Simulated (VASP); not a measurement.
Runs of VASP 6.6.1 on CdTe (rocksalt type). The structure is that of space group Fm-3m (No. 225), or close to it. The cells are those of the table. 

| cell | gap on the mesh (eV) | pressure (GPa) |
| --- | --- | --- |
| a = 3.169 Å, angles 60.0°, 2 atoms | none | (a) |
| a = 4.301 Å, angles 60.0°, 2 atoms | none | 0.2 |
| a = 3.726 Å, angles 60.0°, 2 atoms | none | 65.5 |
| a = 4.075 Å, angles 60.0°, 2 atoms | none | 13.2 |
| a = 4.229 Å, angles 60.0°, 2 atoms | none | (c) |
| a = 3.908 Å, angles 60.0°, 2 atoms | none | 31.2 |
| a = 3.296 Å, angles 60.0°, 2 atoms | none | 292.0 |
| a = 3.524 Å, angles 60.0°, 2 atoms | none | (b) |

Alike in all rows: task single point; level r2SCAN; potentials or basis VASP PAW PBE potentials, release 64 (Cd, Te); no spin polarisation; k mesh 13 × 13 × 13; cutoff (eV) 520; smearing fermi-dirac 0.08 eV.

Problem. Estimate the missing entries.

Solution. (a) 443.0; (b) 135.4; (c) 3.3.

Caveats: the PAW data sets were made with another functional, which shifts forces and pressure a little; spin-orbit coupling is left out, which moves the levels of the heavy elements.

A k mesh can miss the band edges, and the runs leave out spin-orbit coupling on Cd, Te.

A gap of «none» marks levels without a gap at the run's occupations.
